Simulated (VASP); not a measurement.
TiCo3:

```
CELL_PARAMETERS angstrom
3.29211 0.00000 0.00000
0.00000 3.29211 0.00000
0.00000 0.00000 3.29211
ATOMIC_POSITIONS crystal
Ti 0.00000 0.00000 0.00000
Co 0.00000 0.50000 0.50000
Co 0.50000 0.00000 0.50000
Co 0.50000 0.50000 0.00000
```

Program: VASP 6.6.1. Alike in all runs: task single point; level PBEsol; potentials or basis VASP PAW PBE potentials, release 64 (Ti_sv, Co); spin collinear, ferromagnetic start; cell as given; k mesh 12 × 12 × 12; cutoff (eV) 520; smearing gaussian 0.15 eV.

Question: Order these runs on this cell by their pressure, lowest first.
A. fixed moment (μB) 1.52
B. fixed moment (μB) 4.56
C. fixed moment (μB) 6.08

Answer: A (79.1 GPa), B (97.5 GPa), C (112.0 GPa).

Caveats: the PAW data sets were made with another functional, which shifts forces and pressure a little; the total moment is fixed, so each spin has its own Fermi level.
